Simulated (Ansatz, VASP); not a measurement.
# Two plane-wave programs on OsCl3

INCAR

```
SYSTEM = OsCl3
ALGO = Normal
EDIFF = 1E-6
ENCUT = 520
GGA = PE
ISIF = 2
ISMEAR = 0
ISPIN = 2
LASPH = .TRUE.
LCHARG = .FALSE.
LDAU = .TRUE.
LDAUJ = 0 0
LDAUL = 2 -1
LDAUPRINT = 1
LDAUTYPE = 2
LDAUU = 2 0
LMAXMIX = 4
LORBIT = 11
LREAL = .FALSE.
LWAVE = .FALSE.
MAGMOM = 1 0 0 0
NBANDS = 26
NELM = 150
PREC = Accurate
SIGMA = 0.05
```

KPOINTS

```
k-points
0
G
  4 4 4
  0 0 0
```

The input POSCAR:

```
OsCl3
1.0
    4.8800000000      0.0000000000      0.0000000000
    0.0000000000      4.8800000000      0.0000000000
    0.0000000000      0.0000000000      4.8800000000
Os Cl
1 3
Direct
    0.0000000000      0.0000000000      0.0000000000
    0.5000000000      0.0000000000      0.0000000000
    0.0000000000      0.0000000000      0.5000000000
    0.0000000000      0.5000000000      0.0000000000
```

Input for Ansatz:

```yaml
crystal:
  lattice:
    - [4.88, 0.0, 0.0]
    - [0.0, 4.88, 0.0]
    - [0.0, 0.0, 4.88]
  atoms:
    - { symbol: Os, position: [0.0, 0.0, 0.0], spin: 1.0 }
    - { symbol: Cl, position: [0.5, 0.0, 0.0] }
    - { symbol: Cl, position: [0.0, 0.0, 0.5] }
    - { symbol: Cl, position: [0.0, 0.5, 0.0] }
basis:
  ecutwfc: 420
  ecutrho_ratio: 4
kpoints:
  mp_grid: { grid: [4, 4, 4] }
hamiltonian:
  xc: pbe
  hubbard: { sites: [{ species: Os, l: d, u_eff: 2.0 }] }
scf:
  occupations: { method: gaussian, width: 0.05 }
  lower_state_search: "off"
output:
  forces: true
  stress: true
  eigenvalues: true
  populations: true
  hubbard: { sites: [{ species: Os, l: d }] }
magnetization:
  spin_polarized: true
checkpoint:
  read: start.run
  write: ck
  compress: false
  write_wavefunctions: false
  write_every: 100000
```

Alike in both runs: task single point; functional PBE; k mesh 4 × 4 × 4; occupations gaussian, width 0.05 eV; collinear spin; Hubbard terms Os d U = 2.0 eV.

|  | VASP | Ansatz |
| --- | --- | --- |
| version | VASP 6.6.1 | Ansatz 0.2.0 |
| potentials or method | VASP PAW PBE potentials, release 64 (Os, Cl), cutoff 520 eV | scalar-relativistic, plane waves, PAW |
| valence electrons in the cell | 29 | 37 |

|  | VASP | Ansatz | Ansatz less VASP |
| --- | --- | --- | --- |
| gap on the k mesh at the Fermi level (eV) | none | none | - |
| pressure (GPa) | -2.4 | -2.0 | +0.44 |
| net moment per atom (μB) | 0.62 | 0.62 | 0.000 |
| size of the moment on the site where the two differ most (μB) | 2.26 | 1.68 | -0.578 |

Site moments also hang on the region over which each program counts them. The programs project onto different local orbitals, so the same U acts differently, and such runs can settle in different states. A gap of «none» marks a metal or a gap that the smearing closes. VASP's potentials hold 29 valence electrons a cell and Ansatz's 37, so a difference there can come from the potentials and not from the codes. Ansatz's warnings: filled band counts differ across k points.

Neither program's run includes spin-orbit coupling.
